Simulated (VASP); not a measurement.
A run of VASP 6.6.1:

The input INCAR:

```
SYSTEM = BeTe
PREC     = Accurate       ! precision mode
ENCUT    = 600            ! plane-wave cutoff, eV
EDIFF    = 1E-6           ! SCF threshold, eV
ISMEAR   = 0              ! smearing method
SIGMA    = 0.02           ! smearing width, eV
LREAL    = .False.        ! projectors in reciprocal space
LASPH    = .True.         ! aspherical terms in the spheres
NELM     = 120            ! most SCF steps
ALGO     = Normal         ! electronic algorithm
ISIF     = 2              ! what is computed and relaxed
LWAVE    = .False.        ! write WAVECAR
LCHARG   = .True.         ! write CHGCAR
GGA      = PS             ! functional
LELF     = .True.         ! ELF
LVHAR    = .True.       
NBANDS   = 11             ! bands
GGA_COMPAT= .False.
```

Contents of KPOINTS:

```
regular mesh
0
Gamma
  8 8 8
  0 0 0
```

POSCAR

```
BeTe
1.0
    0.0000000000      2.8024895246      2.8024895246
    2.8024895246      0.0000000000      2.8024895246
    2.8024895246      2.8024895246      0.0000000000
Be Te
1 1
Direct
    0.0000000000      0.0000000000      0.0000000000
    0.2500000000      0.2500000000      0.2500000000
```

Potentials or basis: VASP PAW PBE potentials, release 64 (Be, Te).

Launch:

```sh
$ cat potpaw_PBE.64/Be/POTCAR potpaw_PBE.64/Te/POTCAR > POTCAR
$ mpirun -np 1 vasp_std > vasp.out
```

Hardware: 1 thread of Intel Xeon 8259CL (shared host).

Q: Estimate the wall time of this run.

A: Run time: 26 s on 1 thread of Intel Xeon 8259CL (shared host), peak memory 0.18 GiB. Counts: scf iterations 11, k points 29.
